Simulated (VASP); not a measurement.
## Li27F26 (a cell with a defect): electric field gradients with r2SCAN

Li27F26 (a cell with a defect):

```xyz
53
Lattice="0.0000 6.0420 6.0420 6.0420 0.0000 6.0420 6.0420 6.0420 0.0000" Properties=species:S:1:pos:R:3 pbc="T T T"
Li   -0.0023   -0.0023   -0.0023
Li    2.0140    2.0140   -0.1993
Li    4.0303    4.0303   -0.0023
Li    2.0140   -0.1993    2.0140
Li    4.2273    2.0140    2.0140
Li    6.0443    4.0257    2.0140
Li    4.0303   -0.0023    4.0303
Li    6.0443    2.0140    4.0257
Li    8.0560    4.0257    4.0257
Li   -0.1993    2.0140    2.0140
Li    2.0140    4.2273    2.0140
Li    4.0257    6.0443    2.0140
Li    2.0140    2.0140    4.2273
Li    4.0303    4.0303    4.0303
Li    6.0397    6.0397    4.0303
Li    4.0257    2.0140    6.0443
Li    6.0397    4.0303    6.0397
Li    8.0560    6.0443    6.0443
Li   -0.0023    4.0303    4.0303
Li    2.0140    6.0443    4.0257
Li    4.0257    8.0560    4.0257
Li    2.0140    4.0257    6.0443
Li    4.0303    6.0397    6.0397
Li    6.0443    8.0560    6.0443
Li    4.0257    4.0257    8.0560
Li    6.0443    6.0443    8.0560
Li    8.0560    8.0560    8.0560
F     3.9850    3.9850    2.0140
F     6.0850    6.0850    2.0140
F     3.9850    2.0140    3.9850
F     6.0459    4.0241    4.0241
F     8.0560    6.0850    3.9850
F     6.0850    2.0140    6.0850
F     8.0560    3.9850    6.0850
F    10.0661    6.0459    6.0459
F     2.0140    3.9850    3.9850
F     4.0241    6.0459    4.0241
F     6.0850    8.0560    3.9850
F     4.0241    4.0241    6.0459
F     6.0459    6.0459    6.0459
F     8.0560    8.0560    6.0677
F     6.0850    3.9850    8.0560
F     8.0560    6.0677    8.0560
F    10.0443    8.0560    8.0560
F     2.0140    6.0850    6.0850
F     3.9850    8.0560    6.0850
F     6.0459   10.0661    6.0459
F     3.9850    6.0850    8.0560
F     6.0677    8.0560    8.0560
F     8.0560   10.0443    8.0560
F     6.0459    6.0459   10.0661
F     8.0560    8.0560   10.0443
F    10.0661   10.0661   10.0661
```

This cell differs from its parent crystal: atoms taken out.

```json
{"Program": "VASP 6.6.1", "Task": "electric field gradients", "Functional": "r2SCAN", "Potentials or basis": "VASP PAW PBE potentials, release 64 (Li_sv, F)", "Cutoff": "520 eV", "k mesh": "3 × 3 × 3", "Occupations": "fermi-dirac, width 0.01 eV", "Spin": "no spin polarisation", "Dipole correction": "no", "Charge": "1", "Further INCAR settings": "LREAL = Auto; ALGO = Normal; EDIFF = 1e-08; NBANDS = 164; NELECT = 262.0"}
```

```json
{
 "Largest force": "0.036 eV/Å",
 "Largest electric field gradient by atom": "Li -0.1, +1.2, +0.2, +0.0 (each value once); F -9.8, -2.7 (each value once) V/Å²"
}
```

Forces in eV/Å, atoms in the order of the input:
```
Li   0.017  0.017  0.017
Li   0.000  0.000 -0.028
Li  -0.017 -0.017  0.017
Li   0.000 -0.028  0.000
Li   0.028  0.000  0.000
Li   0.011 -0.011  0.000
Li  -0.017  0.017 -0.017
Li   0.011  0.000 -0.011
Li   0.000 -0.011 -0.011
Li  -0.028  0.000  0.000
Li   0.000  0.028  0.000
Li  -0.011  0.011  0.000
Li   0.000  0.000  0.028
Li  -0.017 -0.017 -0.017
Li   0.017  0.017 -0.017
Li  -0.011  0.000  0.011
Li   0.017 -0.017  0.017
Li   0.000  0.011  0.011
Li   0.017 -0.017 -0.017
Li   0.000  0.011 -0.011
Li  -0.011  0.000 -0.011
Li   0.000 -0.011  0.011
Li  -0.017  0.017  0.017
Li   0.011  0.000  0.011
Li  -0.011 -0.011  0.000
Li   0.011  0.011  0.000
Li   0.000  0.000  0.000
F    0.026  0.026  0.000
F   -0.026 -0.026  0.000
F    0.026  0.000  0.026
F    0.001 -0.001 -0.001
F    0.000 -0.026  0.026
F   -0.026  0.000 -0.026
F    0.000  0.026 -0.026
F   -0.001  0.001  0.001
F    0.000  0.026  0.026
F   -0.001  0.001 -0.001
F   -0.026  0.000  0.026
F   -0.001 -0.001  0.001
F    0.001  0.001  0.001
F    0.000  0.000  0.010
F   -0.026  0.026  0.000
F    0.000  0.010  0.000
F   -0.010  0.000  0.000
F    0.000 -0.026 -0.026
F    0.026  0.000 -0.026
F    0.001 -0.001  0.001
F    0.026 -0.026  0.000
F    0.010  0.000  0.000
F    0.000 -0.010  0.000
F    0.001  0.001 -0.001
F    0.000  0.000 -0.010
F   -0.001 -0.001 -0.001
```

Levels at points of the mesh, in eV from the Fermi level:
```
           k point  band 127  band 128  band 129  band 130  band 131  band 132  band 133  band 134  band 135  band 136
(0.00, 0.00, 0.00)     -0.42     -0.42     -0.32     -0.32     -0.32      7.46     10.39     11.43     11.43     11.43
```

Electric field gradients, principal values (V/Å²):
| atom | least | middle | greatest (by size) |
| --- | --- | --- | --- |
| 1 Li | 0.064 | 0.064 | -0.128 |
| 2 Li | -0.598 | -0.614 | 1.212 |
| 3 Li | 0.063 | 0.079 | -0.142 |
| 4 Li | -0.598 | -0.614 | 1.212 |
| 5 Li | -0.600 | -0.612 | 1.212 |
| 6 Li | -0.022 | -0.225 | 0.247 |
| 7 Li | 0.063 | 0.079 | -0.142 |
| 8 Li | -0.022 | -0.225 | 0.247 |
| 9 Li | -0.014 | -0.229 | 0.243 |
| 10 Li | -0.598 | -0.614 | 1.212 |
| 11 Li | -0.600 | -0.612 | 1.212 |
| 12 Li | -0.022 | -0.225 | 0.247 |
| 13 Li | -0.600 | -0.612 | 1.212 |
| 14 Li | 0.070 | 0.070 | -0.140 |
| 15 Li | 0.067 | 0.076 | -0.143 |
| 16 Li | -0.022 | -0.225 | 0.247 |
| 17 Li | 0.067 | 0.076 | -0.143 |
| 18 Li | -0.013 | -0.226 | 0.239 |
| 19 Li | 0.063 | 0.079 | -0.142 |
| 20 Li | -0.022 | -0.225 | 0.247 |
| 21 Li | -0.014 | -0.229 | 0.243 |
| 22 Li | -0.022 | -0.225 | 0.247 |
| 23 Li | 0.067 | 0.076 | -0.143 |
| 24 Li | -0.013 | -0.226 | 0.239 |
| 25 Li | -0.014 | -0.229 | 0.243 |
| 26 Li | -0.013 | -0.226 | 0.239 |
| 27 Li | -0.002 | -0.002 | 0.003 |
| 28 F | 0.783 | 8.970 | -9.753 |
| 29 F | 0.784 | 8.969 | -9.752 |
| 30 F | 0.783 | 8.970 | -9.753 |
| 31 F | 1.337 | 1.358 | -2.695 |
| 32 F | 0.789 | 8.962 | -9.751 |
| 33 F | 0.784 | 8.969 | -9.752 |
| 34 F | 0.789 | 8.962 | -9.751 |
| 35 F | 1.346 | 1.349 | -2.695 |
| 36 F | 0.783 | 8.970 | -9.753 |
| 37 F | 1.337 | 1.358 | -2.695 |
| 38 F | 0.789 | 8.962 | -9.751 |
| 39 F | 1.337 | 1.358 | -2.695 |
| 40 F | 1.341 | 1.341 | -2.681 |
| 41 F | 1.341 | 1.346 | -2.688 |
| 42 F | 0.789 | 8.962 | -9.751 |
| 43 F | 1.341 | 1.346 | -2.688 |
| 44 F | 1.344 | 1.346 | -2.689 |
| 45 F | 0.784 | 8.969 | -9.752 |
| 46 F | 0.789 | 8.962 | -9.751 |
| 47 F | 1.346 | 1.349 | -2.695 |
| 48 F | 0.789 | 8.962 | -9.751 |
| 49 F | 1.341 | 1.346 | -2.688 |
| 50 F | 1.344 | 1.346 | -2.689 |
| 51 F | 1.346 | 1.349 | -2.695 |
| 52 F | 1.344 | 1.346 | -2.689 |
| 53 F | 1.346 | 1.346 | -2.691 |

Wall time 6.3 min on 1 × NVIDIA H100 80GB with 1 thread of AMD EPYC 7R13 Processor (Zen 3), on a shared host, peak memory 1.7 GiB.

Caveat: the cell carries a net charge on a neutralising background, which shifts energy and pressure; the cell differs from its parent crystal (atoms taken out); the cell is charged against a uniform background, so pressure and absolute levels hang on convention; without QUAD_EFG the Cq values of the log hold for a quadrupole moment of 1 mb, not for the nuclei; the PAW data sets were made with another functional, which shifts forces and pressure a little.
